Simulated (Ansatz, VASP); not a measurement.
# One calculation of BaO, two programs

```xyz
2
Lattice="0.0000 2.7451 2.7451 2.7451 0.0000 2.7451 2.7451 2.7451 0.0000" Properties=species:S:1:pos:R:3 pbc="T T T"
Ba    0.0000    0.0000    0.0000
O     2.7451    2.7451    2.7451
```

Alike in both runs: functional PBEsol; k mesh 8 × 8 × 8; occupations gaussian, width 0.02 eV; no spin polarisation.

Ansatz relaxed the structure, and its values are those at the end. VASP's run is a single point on that final structure, the one shown.

|  | VASP | Ansatz |
| --- | --- | --- |
| version | VASP 6.6.1 | Ansatz 0.2.0 |
| potentials or method | VASP PAW PBE potentials, release 64 (Ba_sv, O_h), cutoff 1340 eV | scalar-relativistic, plane waves, PAW |
| valence electrons in the cell | 16 | 16 |

VASP gave:

* gap on the k mesh at the Fermi level (eV): 1.77
* least direct gap on the mesh (eV): 1.77
* pressure (GPa): 1.9

Problem. Which values does Ansatz return?

Solution. gap on the k mesh at the Fermi level (eV): 1.84; least direct gap on the mesh (eV): 1.84; pressure (GPa): 0.0.

VASP's potentials were made for PBE, not for PBEsol, and Ansatz warns of the same on its side.

Neither program's run includes spin-orbit coupling.
